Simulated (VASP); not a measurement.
# TiS2 (P-3m1) in VASP: single point with PBE

Aim: the single point of TiS2 with PBE.

All numbers are computed with VASP 6.6.1; they aren't measurements. Logs are shortened: lines on timing, memory, paths and dates and some standing lists are left out, and cuts for length are marked.

### 1 The cell of the first run

Symmetry: P-3m1, No. 164, trigonal system. Conventional cell: a = 3.412 Å, b = 3.412 Å, c = 5.695 Å, α = 90.00°, β = 90.00°, γ = 120.00°. Ti (site symmetry -3m) has 6 S at 2.43 Å within 3.2 Å. S (site symmetry 3m) has 3 Ti at 2.43 Å within 3.2 Å.

### 2 Single point, PBE

The input, INCAR:

```
SYSTEM = TiS2
PREC     = Accurate       ! precision mode
ENCUT    = 500            ! plane-wave cutoff, eV
EDIFF    = 1E-6           ! SCF threshold, eV
ISMEAR   = 0              ! smearing method
SIGMA    = 0.02           ! smearing width, eV
LREAL    = .FALSE.        ! projectors in reciprocal space
LASPH    = .TRUE.         ! aspherical terms in the spheres
NELM     = 120            ! most SCF steps
ALGO     = Normal         ! electronic algorithm
ISIF     = 2              ! what is computed and relaxed
LWAVE    = .FALSE.        ! write WAVECAR
LCHARG   = .TRUE.         ! write CHGCAR
GGA      = PE             ! functional
LELF     = .TRUE.         ! ELF
LVHAR    = .TRUE.       
NBANDS   = 60             ! bands
GGA_COMPAT= .FALSE.
```

The input, KPOINTS:

```
regular mesh
0
G
  3 3 2
  0 0 0
```

The input, POSCAR:

```
TiS2
1.0
    6.8240003721      0.0000000000      0.0000000000
   -3.4120001861      5.9097576777      0.0000000000
    0.0000000000      0.0000000000      5.6950000000
Ti S
4 8
Direct
    0.0000000000      0.0000000000      0.0000000000
    0.0000000000      0.5000000000      0.0000000000
    0.5000000000      0.0000000000      0.0000000000
    0.5000000000      0.5000000000      0.0000000000
    0.1666666667      0.3333333333      0.2500000000
    0.3333333333      0.1666666667      0.7500000000
    0.1666666667      0.8333333333      0.2500000000
    0.3333333333      0.6666666667      0.7500000000
    0.6666666667      0.3333333333      0.2500000000
    0.8333333333      0.1666666667      0.7500000000
    0.6666666667      0.8333333333      0.2500000000
    0.8333333333      0.6666666667      0.7500000000
```

Potentials or basis: VASP PAW PBE potentials, release 64 (Ti_sv, S).

Run with:

```sh
cat potpaw_PBE.64/Ti_sv/POTCAR potpaw_PBE.64/S/POTCAR > POTCAR
mpirun -np 1 vasp_std > vasp.out
```

OUTCAR:

```text
SYSTEM = TiS2
   PREC = Accurate
   ENCUT = 500
   EDIFF = 1E-6
   ISMEAR = 0
   LREAL = .FALSE.
   LASPH = .TRUE.
   NELM = 120
   ISIF = 2
   GGA = PE

 ion  position               nearest neighbor table
   1  0.000  0.000  0.000-   6 2.43  11 2.43   5 2.43  12 2.43   7 2.43  10 2.43
   2  0.000  0.500  0.000-   8 2.43   9 2.43   7 2.43  10 2.43   5 2.43  12 2.43
   3  0.500  0.000  0.000-   7 2.43  10 2.43   9 2.43   8 2.43   6 2.43  11 2.43
   4  0.500  0.500  0.000-   5 2.43  12 2.43  11 2.43   6 2.43   8 2.43   9 2.43
   5  0.167  0.333  0.250-   4 2.43   1 2.43   2 2.43
   6  0.333  0.167  0.750-   1 2.43   4 2.43   3 2.43
   7  0.167  0.833  0.250-   3 2.43   2 2.43   1 2.43
   8  0.333  0.667  0.750-   2 2.43   3 2.43   4 2.43
   9  0.667  0.333  0.250-   2 2.43   3 2.43   4 2.43
  10  0.833  0.167  0.750-   3 2.43   2 2.43   1 2.43
  11  0.667  0.833  0.250-   1 2.43   4 2.43   3 2.43
  12  0.833  0.667  0.750-   4 2.43   1 2.43   2 2.43

  LATTYP: Found a hexagonal cell.
 ALAT       =     6.8240003721
 C/A-ratio  =     0.8345544680

  Lattice vectors:

 A1 = (   6.8240003721,   0.0000000000,   0.0000000000)
 A2 = (  -3.4120001861,   5.9097576777,   0.0000000000)
 A3 = (   0.0000000000,   0.0000000000,   5.6950000000)

Analysis of symmetry for initial positions (statically):
=====================================================================
 Subroutine PRICEL returns following result:

  LATTYP: Found a hexagonal cell.
 ALAT       =     3.4120001861
 C/A-ratio  =     1.6691089360

  Lattice vectors:

 A1 = (   3.4120001861,   0.0000000000,   0.0000000000)
 A2 = (  -1.7060000931,   2.9548788389,   0.0000000000)
 A3 = (   0.0000000000,   0.0000000000,   5.6950000000)

   4 primitive cells build up your supercell.

 Routine SETGRP: Setting up the symmetry group for a
 hexagonal supercell.

 Subroutine GETGRP returns: Found 12 space group operations
 (whereof 12 operations were pure point group operations)
 out of a pool of 24 trial point group operations.

The static configuration has the point symmetry D_3d.

Analysis of symmetry for dynamics (positions and initial velocities):
=====================================================================
 Subroutine PRICEL returns following result:

  LATTYP: Found a hexagonal cell.
 ALAT       =     3.4120001861
 C/A-ratio  =     1.6691089360

  Lattice vectors:

 A1 = (   3.4120001861,   0.0000000000,   0.0000000000)
 A2 = (  -1.7060000931,   2.9548788389,   0.0000000000)
 A3 = (   0.0000000000,   0.0000000000,   5.6950000000)

   4 primitive cells build up your supercell.

 Routine SETGRP: Setting up the symmetry group for a
 hexagonal supercell.

 Subroutine GETGRP returns: Found 12 space group operations
 (whereof 12 operations were pure point group operations)
 out of a pool of 24 trial point group operations.

The dynamic configuration has the point symmetry D_3d.

 Subroutine INISYM returns: Found 12 space group operations
 (whereof 12 operations are pure point group operations),
 and found     4 'primitive' translations

----------------------------------------------------------------------------------------

                                     Primitive cell

  volume of cell :      57.4173

  direct lattice vectors                    reciprocal lattice vectors
     3.412000186  0.000000000  0.000000000     0.293083220  0.169211676  0.000000000
    -1.706000093  2.954878839  0.000000000     0.000000000  0.338423352  0.000000000
     0.000000000  0.000000000  5.695000000     0.000000000  0.000000000  0.175592625

  length of vectors
     3.412000186  3.412000186  5.695000000     0.338423352  0.338423352  0.175592625

  position of ions in fractional coordinates (direct lattice)
     0.000000000  0.000000000  0.000000000
     0.333333333  0.666666667  0.250000000
     0.666666667  0.333333333  0.750000000

  ion indices of the primitive-cell ions
   primitive index   ion index
                 1           1
                 2           7
                 3          10

----------------------------------------------------------------------------------------

 KPOINTS: regular mesh

Automatic generation of k-mesh.
 Grid dimensions read from file:
 generate k-points for:    3    3    2

 Generating k-lattice:

  Cartesian coordinates                     Fractional coordinates (reciprocal lattice)
     0.048847203  0.028201946  0.000000000     0.333333333  0.000000000  0.000000000
     0.000000000  0.056403892  0.000000000     0.000000000  0.333333333  0.000000000
     0.000000000  0.000000000  0.087796313     0.000000000  0.000000000  0.500000000

  Length of vectors
     0.056403892  0.056403892  0.087796313

  Shift w.r.t. Gamma in fractional coordinates (k-lattice)
     0.000000000  0.000000000  0.000000000

 Subroutine IBZKPT returns following result:
 ===========================================

 Found      6 irreducible k-points:

 Following reciprocal coordinates:
            Coordinates               Weight
  0.000000  0.000000  0.000000      1.000000
  0.333333 -0.000000  0.000000      6.000000
  0.333333  0.333333  0.000000      2.000000
  0.000000  0.000000  0.500000      1.000000
  0.333333 -0.000000  0.500000      6.000000
  0.333333  0.333333  0.500000      2.000000
   k-points           NKPTS =      6   k-points in BZ     NKDIM =      6   number of bands    NBANDS=     60
   number of dos      NEDOS =    301   number of ions     NIONS =     12
   total plane-waves  NPLWV = 105000
   dimension x,y,z NGX =    50 NGY =   50 NGZ =   42
   dimension x,y,z NGXF=   100 NGYF=  100 NGZF=   84
   ions per type =               4   8
   NGX,Y,Z   is equivalent  to a cutoff of  12.18, 12.18, 12.26 a.u.
   NGXF,Y,Z  is equivalent  to a cutoff of  24.36, 24.36, 24.52 a.u.
 SYSTEM =  TiS2
   PREC   = accura    normal or accurate (medium, high low for compatibility)
   ISTART =      0    job   : 0-new  1-cont  2-samecut
   ICHARG =      2    charge: 1-file 2-atom 10-const
   ISPIN  =      1    spin polarized calculation?
   LNONCOLLINEAR =      F non collinear calculations
   LSORBIT =      F    spin-orbit coupling
   LASPH  =      T    aspherical Exc in radial PAW
   ENCUT  =  500.0 eV  36.75 Ry    6.06 a.u.  12.44 12.44 10.38*2*pi/ulx,y,z
   NELM   =    120;   NELMIN=  2; NELMDL= -5     # of ELM steps
   EDIFF  = 0.1E-05   stopping-criterion for ELM
   LREAL  =      F    real-space projection
   EDIFFG = 0.1E-04   stopping-criterion for IOM
   NSW    =      0    number of steps for IOM
   IBRION =     -1    ionic relax: 0-MD 1-quasi-New 2-CG
   NFREE  =      0    steps in history (QN), initial steepest desc. (CG)
   ISIF   =      2    stress and relaxation
   ISYM   =      2    0-nonsym 1-usesym 2-fastsym
   POTIM  = 0.5000    time-step for ionic-motion
   TEBEG  =    0.0;   TEEND  =   0.0 temperature during run
   PSTRESS=    0.0 pullay stress
   NELECT =      96.0000    total number of electrons
   NUPDOWN=      -1.0000    fix difference up-down
   EMIN   =  10.00;   EMAX   =-10.00  energy-range for DOS
   EFERMI =   0.00;   METHOD = LEGACY
   ISMEAR =     0;   SIGMA  =   0.02  broadening in eV -4-tet -1-fermi 0-gaus
   EFERMI_NEDOS =   21; number of points for ismear=-14 and -15
   IALGO  =     38    algorithm
   IMIX   =      4    mixing-type and parameters
     AMIX     =   0.40;   BMIX     =  1.00
     AMIX_MAG =   1.60;   BMIX_MAG =  1.00
  volume/ion in A,a.u.               =      19.14       129.16
  Fermi-wavevector in a.u.,A,eV,Ry     =   1.224046  2.313112 20.385456  1.498289
  Thomas-Fermi vector in A             =   2.359135
   LORBIT       =      0    0 simple, 1 ext, 2 COOP (PROOUT), +10 PAW based schemes
   GGA     = PE    functional components
   LHFCALC =     F    Hartree Fock is set to
   AEXX    =    0.0000 exact exchange contribution
   IVDW    =     0    specifies the selected vdW correction
   LEPSILON=     F    determine dielectric tensor
   LRPA    =     F    only Hartree local field effects (RPA)
 non-spin polarized calculation
 Gauss-broadening in eV      SIGMA  =   0.02
  energy-cutoff  :      500.00
  volume of cell :      229.67
 maximum number of plane-waves:      5840
 NGX is ok and might be reduce to    50
   NGX = 25   NGY = 25   NGZ = 21

 number of electron      96.0000004 magnetization

 Free energy of the ion-electron system (eV)
  ---------------------------------------------------
  ext. energy  EPLUGINS =         0.00000000
  ---------------------------------------------------
  free energy    TOTEN  =       -79.57958029 eV

  energy without entropy =      -79.57788859  energy(sigma->0) =      -79.57873444

 E-fermi :   5.3982     XC(G=0): -10.0956

 val. band max:        5.3832089168   @ k =   0.0000   0.0000   0.5000
 cond. band min:       5.4005249040   @ k =   0.0000   0.0000   0.0000
 fundamental gap:      0.0173159872
 Fermi energy:         5.3981865966

 k-point     1 :       0.0000    0.0000    0.0000
  band No.  band energies     occupation
      1     -52.2238      2.00000
      2     -52.2121      2.00000
      3     -52.2121      2.00000
      4     -52.2121      2.00000
      5     -28.5284      2.00000
      6     -28.5284      2.00000
[... 52 lines left out ...]
     59       7.3535      0.00000
     60       7.3535      0.00000

 k-point     2 :       0.3333   -0.0000    0.0000
  band No.  band energies     occupation
      1     -52.2209      2.00000
      2     -52.2150      2.00000
      3     -52.2121      2.00000
      4     -52.2121      2.00000
      5     -28.5119      2.00000
      6     -28.5119      2.00000
[... 241 lines left out ...]
     59       7.3234      0.00000
     60       7.3722      0.00000

 k-point     6 :       0.3333    0.3333    0.5000
  band No.  band energies     occupation
      1     -52.2165      2.00000
      2     -52.2165      2.00000
      3     -52.2165      2.00000
      4     -52.2106      2.00000
      5     -28.4893      2.00000
      6     -28.4893      2.00000
[... 52 lines left out ...]
     59       7.4094      0.00000
     60       7.4094      0.00000

------------------------ aborting loop because EDIFF is reached ----------------------------------------

  FORCE on cell =-STRESS in cart. coord.  units (eV):
  Direction    XX          YY          ZZ          XY          YZ          ZX
  --------------------------------------------------------------------------------------
  -------------------------------------------------------------------------------------
  Total       -0.0501432     -0.0501432      1.5746563      0.0000000      0.0000000      0.0000000
  in kB       -0.3498001     -0.3498001     10.9848443      0.0000000      0.0000000      0.0000000
  external PRESSURE =       3.4284147 kB  Pullay stress =       0.0000000 kB

 VOLUME and BASIS-vectors are now :
 -----------------------------------------------------------------------------
  energy-cutoff  :      500.00
  volume of cell :      229.67
      direct lattice vectors                 reciprocal lattice vectors
     6.824000372  0.000000000  0.000000000     0.146541610  0.084605838  0.000000000
    -3.412000186  5.909757678  0.000000000     0.000000000  0.169211676  0.000000000
     0.000000000  0.000000000  5.695000000     0.000000000  0.000000000  0.175592625

 POSITION                                       TOTAL-FORCE (eV/Angst)
 -----------------------------------------------------------------------------------
      0.00000      0.00000      0.00000         0.000000      0.000000      0.000000
     -1.70600      2.95488      0.00000         0.000000      0.000000      0.000000
      3.41200      0.00000      0.00000         0.000000      0.000000      0.000000
      1.70600      2.95488      0.00000         0.000000      0.000000      0.000000
      0.00000      1.96992      1.42375        -0.000000      0.000000     -0.097530
      1.70600      0.98496      4.27125         0.000000     -0.000000      0.097530
     -1.70600      4.92480      1.42375        -0.000000      0.000000     -0.097530
     -0.00000      3.93984      4.27125         0.000000     -0.000000      0.097530
      3.41200      1.96992      1.42375        -0.000000     -0.000000     -0.097530
      5.11800      0.98496      4.27125         0.000000     -0.000000      0.097530
      1.70600      4.92480      1.42375        -0.000000      0.000000     -0.097530
      3.41200      3.93984      4.27125         0.000000     -0.000000      0.097530
 -----------------------------------------------------------------------------------
    total drift:                                0.000000      0.000000     -0.000000

  FREE ENERGIE OF THE ION-ELECTRON SYSTEM (eV)
  ---------------------------------------------------
  free  energy   TOTEN  =       -79.5795802939 eV

  energy  without entropy=      -79.5778885925  energy(sigma->0) =      -79.57873444
```

It took 2.8 min on 1 thread of Intel Xeon 8259CL, shared host; peak memory 0.33 GiB.

What came out:

* Free energy: -79.5796 eV
* Pressure: 0.3 GPa
* Largest force: 0.098 eV/Å
* Band gap on the k mesh: zero (bands 48 and 49 overlap by 0.11 eV)

Forces on the atoms (eV/Å):
```
Ti   0.000  0.000  0.000
Ti   0.000  0.000  0.000
Ti   0.000  0.000  0.000
Ti   0.000  0.000  0.000
S    0.000  0.000 -0.098
S    0.000  0.000  0.098
S    0.000  0.000 -0.098
S    0.000  0.000  0.098
S    0.000  0.000 -0.098
S    0.000  0.000  0.098
S    0.000  0.000 -0.098
S    0.000  0.000  0.098
```

Caveat: the k points lie up to 0.55 Å⁻¹ apart.
